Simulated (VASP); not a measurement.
## Fe: single point with PBEsol

Fe:

```
Fe
1.0
     0.00000    3.58300    3.58300
     1.79150    0.00000    1.79150
     1.79150    1.79150    0.00000
Fe
2
Direct
  0.00000 0.00000 0.00000
  0.50000 0.00000 0.00000
```

```json
{"Program": "VASP 6.6.1", "Task": "single point", "Functional": "PBEsol", "Potentials or basis": "VASP PAW PBE potentials, release 64 (Fe)", "Cutoff": "520 eV", "k mesh": "6 × 12 × 12", "Occupations": "fermi-dirac, width 0.1 eV", "Spin": "collinear spin, zero start", "Starting moments": "[0.0, 0.0] μB", "Dipole correction": "no", "Further INCAR settings": "ALGO = Normal; EDIFF = 1e-07; NBANDS = 19"}
```

- Pressure: -33.8 GPa
- Band gap on the k mesh: zero (filled and empty bands overlap)
- Net moment: 0.00 μB per cell
- Valence electrons inside the program's atomic spheres: Fe 7.24

Levels at points of the mesh, in eV from the Fermi level:
Spin up:
| k point | band 5 | band 6 | band 7 | band 8 | band 9 | band 10 | band 11 | band 12 |
| --- | --- | --- | --- | --- | --- | --- | --- | --- |
| (0.00, 0.00, 0.00) | -1.39 | -1.39 | -1.39 | -0.07 | -0.07 | 0.19 | 0.83 | 0.83 |
| (0.50, 0.00, 0.00) | -1.15 | -1.15 | -1.15 | -1.15 | 0.04 | 0.04 | 0.04 | 0.04 |
| (0.00, 0.50, 0.00) | -1.46 | 0.19 | 0.80 | 0.83 | 0.83 | 1.06 | 1.06 | 2.94 |
| (0.50, 0.50, 0.00) | -1.43 | -1.43 | -0.41 | -0.41 | 0.89 | 0.89 | 3.44 | 3.44 |
Spin down:
```csv
k point,band 5,band 6,band 7,band 8,band 9,band 10,band 11,band 12
"(0.00, 0.00, 0.00)",-1.39,-1.39,-1.39,-0.07,-0.07,0.19,0.83,0.83
"(0.50, 0.00, 0.00)",-1.15,-1.15,-1.15,-1.15,0.04,0.04,0.04,0.04
"(0.00, 0.50, 0.00)",-1.46,0.19,0.80,0.83,0.83,1.06,1.06,2.94
"(0.50, 0.50, 0.00)",-1.43,-1.43,-0.41,-0.41,0.89,0.89,3.44,3.44
```

It took 31 s on 1 thread of Intel(R) Xeon(R) 6975P-C (Granite Rapids), with other jobs on the host, peak memory 0.19 GiB.

Caveat: the PAW data sets were made with another functional, which shifts forces and pressure a little.
